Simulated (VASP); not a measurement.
Here is a VASP 6.6.1 calculation.

File POSCAR:

```
Si
1.0
   -3.2275097648      3.2275097648      1.8930523137
    3.2275097648     -3.2275097648      1.8930523137
    3.2275097648      3.2275097648     -1.8930523137
Si
4
Direct
    0.1787531995      0.1787531995      0.3575063991
    0.8212468005      0.8212468005      0.6424936010
    0.1787531995      0.8212468005      0.0000000000
    0.8212468005      0.1787531995      0.0000000000
```

INCAR.step1

```
SYSTEM = Si
ALGO = Normal
EDIFF = 1E-4
ENCUT = 520
GGA = PE
ISMEAR = 0
LASPH = .True.
LCHARG = .False.
LREAL = .False.
LWAVE = .True.
NBANDS = 16
NELM = 100
PREC = Accurate
SIGMA = 0.05
```

INCAR.step2

```
SYSTEM = Si
ALGO = Normal
EDIFF = 1E-6
ENCUT = 520
ISIF = 2
ISMEAR = 0
ISTART = 1
LASPH = .True.
LCHARG = .False.
LMIXTAU = .True.
LREAL = .False.
LWAVE = .False.
METAGGA = R2SCAN
NBANDS = 16
NELM = 100
PREC = Accurate
SIGMA = 0.05
```

File KPOINTS:

```
k-points
0
Gamma
  10 10 10
  0 0 0
```

Potentials or basis: VASP PAW PBE potentials, release 64 (Si).

Command:

```console
$ cat potpaw_PBE.64/Si/POTCAR > POTCAR
$ cp INCAR.step1 INCAR
$ mpirun -np 1 vasp_std > vasp.out
$ cp INCAR.step2 INCAR
$ mpirun -np 1 vasp_std > vasp.out
```

What does it give for the largest force?

0.352 eV/Å.

Estimate the band gap on the k mesh.

0.20 eV (least direct gap 0.30 eV).

Predict the pressure.

7.7 GPa.

Stress tensor (GPa, compression positive):
```
8.71 0.00 0.00
0.00 8.71 0.00
0.00 0.00 5.67
```

Caveat: the cell differs from its parent crystal (strain -0.030 along x and y, -0.015 along z); the cell stands under pressure; the PAW data sets were made with another functional, which shifts forces and pressure a little. A k mesh can miss the band edges.
